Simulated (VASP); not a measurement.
# KBr (Pm-3m) in VASP: further runs, part 2 of 2

VASP 6.6.1. The steps go on from the part before.

**3. Single point, PBE (volume changed by -10%)**

INCAR

```
PREC     = Accurate       # precision mode
ENCUT    = 500            # plane-wave cutoff, eV
EDIFF    = 1E-6           # SCF threshold, eV
ISMEAR   = 0              # smearing method
SIGMA    = 0.01           # smearing width, eV
LREAL    = False          # projectors in reciprocal space
LASPH    = True           # aspherical terms in the spheres
NELM     = 120            # most SCF steps
ALGO     = Normal         # electronic algorithm
ISIF     = 2              # what is computed and relaxed
LWAVE    = False          # write WAVECAR
LCHARG   = False          # write CHGCAR
GGA      = PE             # functional
NBANDS   = 15             # bands
GGA_COMPAT= False
```

KPOINTS

```
regular mesh
0
Gamma
  4 4 4
```

POSCAR

```
KBr
1.0
    3.8390965093      0.0000000000      0.0000000000
    0.0000000000      3.8390965093      0.0000000000
    0.0000000000      0.0000000000      3.8390965093
K Br
1 1
Direct
    0.0000000000      0.0000000000      0.0000000000
    0.5000000000      0.5000000000      0.5000000000
```

Potentials or basis: VASP PAW PBE potentials, release 64 (K_sv, Br).

The run is started by

```console
> cat potpaw_PBE.64/K_sv/POTCAR potpaw_PBE.64/Br/POTCAR > POTCAR
> mpirun -np 1 vasp_std > vasp.out
```

Run time: 7 s. Hardware: 1 thread of Intel Xeon Platinum 8488C (Sapphire Rapids), shared host; peak memory 0.15 GiB.

The run converged. Its results:

```
Free energy            : -5.9814 eV
Pressure               : 3.6 GPa
Band gap on the k mesh : 4.40 eV, indirect (least direct gap 4.71 eV)
```

Levels at points of the mesh, in eV from the valence-band top:
| k point | band 4 | band 5 | band 6 | band 7 | band 8 | band 9 | band 10 | band 11 | band 12 | band 13 |
| --- | --- | --- | --- | --- | --- | --- | --- | --- | --- | --- |
| (0.00, 0.00, 0.00) | -11.91 | -11.91 | -0.31 | -0.31 | -0.31 | 4.40 | 5.61 | 5.61 | 9.96 | 9.96 |
| (0.50, 0.00, 0.00) | -11.87 | -11.66 | -2.45 | -0.32 | -0.32 | 7.10 | 7.15 | 8.51 | 8.90 | 10.12 |
| (0.50, 0.50, 0.00) | -12.14 | -11.85 | -1.71 | -1.71 | 0.00 | 5.21 | 6.61 | 8.09 | 8.09 | 11.43 |
| (0.50, 0.50, 0.50) | -12.08 | -12.08 | -1.86 | -1.86 | -1.86 | 7.74 | 7.74 | 7.74 | 10.04 | 10.04 |

Caveat: the cell differs from its parent crystal (volume changed by -10%). A k mesh can miss the band edges.

**4. Single point, PBE**

This run uses another cell than the first one, of 31.44 Å³/atom, 1.053 times its volume.

INCAR

```
SYSTEM = KBr
ALGO = Normal ; EDIFF = 1E-6
ENCUT = 500 ; GGA = PE
GGA_COMPAT = .FALSE. ; ISIF = 2
ISMEAR = 0 ; LASPH = .TRUE.
LCHARG = .FALSE. ; LREAL = .FALSE.
LWAVE = .FALSE. ; NBANDS = 15
NELM = 120 ; PREC = Accurate
SIGMA = 0.01
```

KPOINTS

```
k-points
0
G
  4 4 4
  0 0 0
```

POSCAR

```
KBr
1.0
    3.9763218224      0.0000000000      0.0000000000
    0.0000000000      3.9763218224      0.0000000000
    0.0000000000      0.0000000000      3.9763218224
K Br
1 1
Direct
    0.0000000000      0.0000000000      0.0000000000
    0.5000000000      0.5000000000      0.5000000000
```

Potentials or basis: VASP PAW PBE potentials, release 64 (K_sv, Br).

The run is started by

```console
> cat potpaw_PBE.64/K_sv/POTCAR potpaw_PBE.64/Br/POTCAR > POTCAR
> mpirun -np 1 vasp_std > vasp.out
```

OUTCAR:

```text
SYSTEM = KBr
   EDIFF = 1E-6
   ENCUT = 500
   GGA = PE
   ISIF = 2
   ISMEAR = 0
   LASPH = .TRUE.
   LREAL = .FALSE.
   NELM = 120
   PREC = Accurate

 ion  position               nearest neighbor table
   1  0.000  0.000  0.000-
   2  0.500  0.500  0.500-

  LATTYP: Found a simple cubic cell.
 ALAT       =     3.9763218224

  Lattice vectors:

 A1 = (   3.9763218224,   0.0000000000,   0.0000000000)
 A2 = (   0.0000000000,   3.9763218224,   0.0000000000)
 A3 = (   0.0000000000,   0.0000000000,   3.9763218224)

Analysis of symmetry for initial positions (statically):
=====================================================================
 Subroutine PRICEL returns:
 Original cell was already a primitive cell.

 Routine SETGRP: Setting up the symmetry group for a
 simple cubic supercell.

 Subroutine GETGRP returns: Found 48 space group operations
 (whereof 48 operations were pure point group operations)
 out of a pool of 48 trial point group operations.

The static configuration has the point symmetry O_h .
[... 156 lines left out ...]
      1     -29.1110      2.00000
      2     -13.3830      2.00000
      3     -12.5312      2.00000
      4     -12.5312      2.00000
      5     -12.5312      2.00000
      6      -0.7807      2.00000
      7      -0.7807      2.00000
      8      -0.7807      2.00000
      9       3.5153      0.00000
     10       5.2838      0.00000
     11       5.2838      0.00000
     12       9.2525      0.00000
     13       9.2525      0.00000
     14       9.2525      0.00000
[... 149 lines left out ...]
      2     -12.9620      2.00000
      3     -12.6579      2.00000
      4     -12.6579      2.00000
      5     -12.6579      2.00000
      6      -2.0515      2.00000
      7      -2.0515      2.00000
      8      -2.0515      2.00000
      9       7.0063      0.00000
     10       7.0063      0.00000
     11       7.0063      0.00000
     12       9.0872      0.00000
     13       9.0872      0.00000
     14       9.0872      0.00000
     15      10.8205      0.00000

------------------------ aborting loop because EDIFF is reached ----------------------------------------

  FORCE on cell =-STRESS in cart. coord.  units (eV):
  Direction    XX          YY          ZZ          XY          YZ          ZX
  --------------------------------------------------------------------------------------
  -------------------------------------------------------------------------------------
  Total        0.3579659      0.3579659      0.3579659      0.0000000     -0.0000000      0.0000000
  in kB        9.1223706      9.1223706      9.1223706      0.0000000     -0.0000000      0.0000000
  external PRESSURE =       9.1223706 kB  Pullay stress =       0.0000000 kB

 VOLUME and BASIS-vectors are now :
 -----------------------------------------------------------------------------
  energy-cutoff  :      500.00
  volume of cell :       62.87
      direct lattice vectors                 reciprocal lattice vectors
     3.976321822  0.000000000  0.000000000     0.251488699  0.000000000  0.000000000
     0.000000000  3.976321822  0.000000000     0.000000000  0.251488699  0.000000000
     0.000000000  0.000000000  3.976321822     0.000000000  0.000000000  0.251488699

 POSITION                                       TOTAL-FORCE (eV/Angst)
 -----------------------------------------------------------------------------------
      0.00000      0.00000      0.00000         0.000000      0.000000      0.000000
      1.98816      1.98816      1.98816         0.000000      0.000000      0.000000
 -----------------------------------------------------------------------------------
    total drift:                                0.000000      0.000000     -0.000000

  FREE ENERGIE OF THE ION-ELECTRON SYSTEM (eV)
  ---------------------------------------------------
  free  energy   TOTEN  =        -6.0649882856 eV

  energy  without entropy=       -6.0649882856  energy(sigma->0) =       -6.06498829
```

It took 9.2 s on 1 thread of Intel Xeon Platinum 8488C (Sapphire Rapids), shared host; peak memory 0.15 GiB.

What came out:

```
Free energy            : -6.0650 eV
Pressure               : 0.9 GPa
Band gap on the k mesh : 4.02 eV, indirect (least direct gap 4.30 eV)
```

A k mesh can miss the band edges.

**5. Single point, PBE (volume changed by +5%)**

INCAR

```
SYSTEM = KBr
ALGO = Normal
EDIFF = 1E-6
ENCUT = 500
GGA = PE
GGA_COMPAT = .False.
ISIF = 2
ISMEAR = 0
LASPH = .True.
LCHARG = .False.
LREAL = .False.
LWAVE = .False.
NBANDS = 15
NELM = 120
PREC = Accurate
SIGMA = 0.01
```

KPOINTS

```
k-points
0
Gamma
  4 4 4
  0 0 0
```

POSCAR

```
KBr
1.0
    4.0415190138      0.0000000000      0.0000000000
    0.0000000000      4.0415190138      0.0000000000
    0.0000000000      0.0000000000      4.0415190138
K Br
1 1
Direct
    0.0000000000      0.0000000000      0.0000000000
    0.5000000000      0.5000000000      0.5000000000
```

The run is started by

```console
> cat potpaw_PBE.64/K_sv/POTCAR potpaw_PBE.64/Br/POTCAR > POTCAR
> mpirun -np 1 vasp_std > vasp.out
```

Wall time 8.8 s (1 thread of Intel Xeon Platinum 8488C (Sapphire Rapids), shared host); peak memory 0.16 GiB.

Results (log left out):

```yaml
Free_energy: -6.0742 eV
Pressure: 0.0 GPa
Band_gap_on_the_k_mesh: 3.86 eV, indirect (least direct gap 4.13 eV)
```

Levels at points of the mesh, in eV from the valence-band top:
| k point | band 5 | band 6 | band 7 | band 8 | band 9 | band 10 | band 11 | band 12 |
| --- | --- | --- | --- | --- | --- | --- | --- | --- |
| (0.00, 0.00, 0.00) | -12.10 | -0.26 | -0.26 | -0.26 | 3.86 | 5.85 | 5.85 | 9.65 |
| (0.50, 0.00, 0.00) | -11.89 | -1.95 | -0.23 | -0.23 | 6.49 | 7.17 | 7.66 | 8.91 |
| (0.50, 0.50, 0.00) | -12.06 | -1.39 | -1.39 | 0.00 | 5.22 | 6.50 | 8.05 | 8.05 |
| (0.50, 0.50, 0.50) | -12.21 | -1.42 | -1.42 | -1.42 | 7.40 | 7.40 | 7.40 | 9.39 |

Caveat: the cell differs from its parent crystal (volume changed by +5%).

**6. Single point, PBE (volume changed by +10%)**

INCAR

```
SYSTEM = KBr
  PREC = Accurate
  ENCUT = 500
  EDIFF = 1E-6
  ISMEAR = 0
  SIGMA = 0.01
  LREAL = .FALSE.
  LASPH = .TRUE.
  NELM = 120
  ALGO = Normal
  ISIF = 2
  LWAVE = .FALSE.
  LCHARG = .FALSE.
  GGA = PE
  NBANDS = 15
  GGA_COMPAT = .FALSE.
```

KPOINTS

```
Automatic mesh
0
G
  4 4 4
  0 0 0
```

POSCAR

```
KBr
1.0
    4.1046779500      0.0000000000      0.0000000000
    0.0000000000      4.1046779500      0.0000000000
    0.0000000000      0.0000000000      4.1046779500
K Br
1 1
Direct
    0.0000000000      0.0000000000      0.0000000000
    0.5000000000      0.5000000000      0.5000000000
```

Potentials or basis: VASP PAW PBE potentials, release 64 (K_sv, Br).

The run is started by

```console
> cat potpaw_PBE.64/K_sv/POTCAR potpaw_PBE.64/Br/POTCAR > POTCAR
> mpirun -np 1 vasp_std > vasp.out
```

It took 8.5 s on 1 thread of Intel Xeon Platinum 8488C (Sapphire Rapids), shared host; peak memory 0.15 GiB.

Results (log left out):

```
Free energy            : -6.0685 eV
Pressure               : -0.6 GPa
Band gap on the k mesh : 3.73 eV, indirect (least direct gap 3.98 eV)
```

Levels at points of the mesh, in eV from the valence-band top:
```tsv
k point	band 4	band 5	band 6	band 7	band 8	band 9	band 10	band 11	band 12	band 13
(0.00, 0.00, 0.00)	-12.17	-12.17	-0.25	-0.25	-0.25	3.73	5.90	5.90	9.55	9.55
(0.50, 0.00, 0.00)	-12.16	-11.96	-1.81	-0.21	-0.21	6.32	7.16	7.41	8.90	9.51
(0.50, 0.50, 0.00)	-12.29	-12.15	-1.30	-1.30	0.00	5.21	6.46	8.01	8.01	9.97
(0.50, 0.50, 0.50)	-12.27	-12.27	-1.31	-1.31	-1.31	7.30	7.30	7.30	9.19	9.19
```

Caveat: the cell differs from its parent crystal (volume changed by +10%). A k mesh can miss the band edges.

**7. The runs side by side**

```tsv
cell	gap on the mesh (eV)	pressure (GPa)
a = 3.909 Å, 2 atoms	4.20	2.1
a = 3.839 Å, 2 atoms	4.40	3.6
a = 3.976 Å, 2 atoms	4.02	0.9
a = 4.042 Å, 2 atoms	3.86	0.0
a = 4.105 Å, 2 atoms	3.73	-0.6
```

Alike in all rows: task single point; level PBE; potentials or basis VASP PAW PBE potentials, release 64 (K_sv, Br); no spin polarisation; k mesh 4 × 4 × 4; cutoff (eV) 500; smearing gaussian 0.01 eV.

Total energies depend on the potentials used, so only differences within one code and one set of settings carry meaning.
